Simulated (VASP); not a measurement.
Crystal: Be2C.

```
C Be
1.0
     0.00000    2.16049    2.16049
     2.16049    0.00000    2.16049
     2.16049    2.16049    0.00000
C Be
1 2
Direct
  0.00000 0.00000 0.00000
  0.25000 0.25000 0.25000
  0.75000 0.75000 0.75000
```

Base run:

| Property | Result |
| --- | --- |
| Program | VASP 6.6.1 |
| Functional | PBE |
| Potentials or basis | VASP PAW PBE potentials, release 64 (C, Be) |
| Cutoff | 600 eV |
| k mesh | 10 × 10 × 10 |
| Occupations | fermi-dirac, width 0.02 eV |
| Spin | no spin polarisation |

Its results: band gap on the k mesh 1.16 eV (least direct gap 4.14 eV); pressure 1.3 GPa.

**Question.** The run is repeated on the same cell with these changes: functional from PBE to r2SCAN; cutoff from 600 eV to 660 eV; occupations from fermi-dirac, width 0.02 eV to gaussian, width 0.01 eV. What comes out?

**Answer.** Band gap on the k mesh 1.53 eV (least direct gap 4.63 eV); pressure 0.8 GPa.

Caveats: the PAW data sets were made with another functional, which shifts forces and pressure a little (at least some runs).

A k mesh can miss the band edges.
